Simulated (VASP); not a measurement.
A run of VASP 6.6.1:

The input INCAR:

```
PREC = Accurate
ENCUT = 520
EDIFF = 1E-7
ISMEAR = 0
SIGMA = 0.02
LREAL = F
LASPH = T
NELM = 80
ALGO = Normal
ISIF = 2
LWAVE = F
LCHARG = F
GGA = PE
NBANDS = 17
```

The input KPOINTS:

```
Automatic mesh
0
Gamma
  10 10 10
```

POSCAR

```
SnSe
1.0
    0.0000000000      2.9452015435      2.9452015435
    2.9452015435      0.0000000000      2.9452015435
    2.9452015435      2.9452015435      0.0000000000
Sn Se
1 1
Direct
    0.0000000000      0.0000000000      0.0000000000
    0.5000000000      0.5000000000      0.5000000000
```

Potentials or basis: VASP PAW PBE potentials, release 64 (Sn_d, Se).

Launch:

```console
$ cat potpaw_PBE.64/Sn_d/POTCAR potpaw_PBE.64/Se/POTCAR > POTCAR
$ mpirun -np 1 vasp_std > vasp.out
```

Hardware: 1 thread of Intel Xeon 8259CL, on a shared host.

Estimate the wall time of this run.

It took 49 s on 1 thread of Intel Xeon 8259CL, with other jobs on the host, peak memory 0.2 GiB. Counts: scf iterations 14, k points 47.
